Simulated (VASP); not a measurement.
Set up this calculation in VASP 6.6.1, as the native input.

| Item | Value |
| --- | --- |
| Task | single point |
| Functional | PBE |
| Potentials or basis | VASP PAW PBE potentials, release 64 (Rh_pv) |
| Cutoff | 520 eV |
| k mesh | 15 × 15 × 15 |
| Occupations | fermi-dirac, width 0.1 eV |
| Spin | no spin polarisation |
| Dipole correction | no |
| Further INCAR settings | ALGO = Normal; EDIFF = 1e-06; NBANDS = 14 |

The structure of Rh lies in POSCAR:

```
Rh
1.0
    2.3553083665      0.0000000000      0.0000000000
    0.0000000000      2.3553083665      0.0000000000
    0.0000000000      0.0000000000      2.3553083665
Rh
1
Direct
    0.0000000000      0.0000000000      0.0000000000
```

This cell differs from its parent crystal: volume scaled by 0.8.

The input as run:

INCAR

```
  PREC = Accurate
  ENCUT = 520
  EDIFF = 1E-6
  ISMEAR = -1
  SIGMA = 0.1
  LREAL = F
  LASPH = T
  NELM = 100
  ALGO = Normal
  ISIF = 2
  LWAVE = F
  LCHARG = F
  GGA = PE
  NBANDS = 14
```

KPOINTS

```
regular mesh
0
Gamma
  15 15 15
```

Potentials or basis: VASP PAW PBE potentials, release 64 (Rh_pv).

Launch:

```sh
$ cat potpaw_PBE.64/Rh_pv/POTCAR > POTCAR
$ mpirun -np 1 vasp_std > vasp.out
```

Results of the run:

- Pressure: 71.4 GPa

It took 19 s on 1 thread of AMD EPYC 7R43 64-Core Processor (Zen 3), on a shared host, peak memory 0.1 GiB.
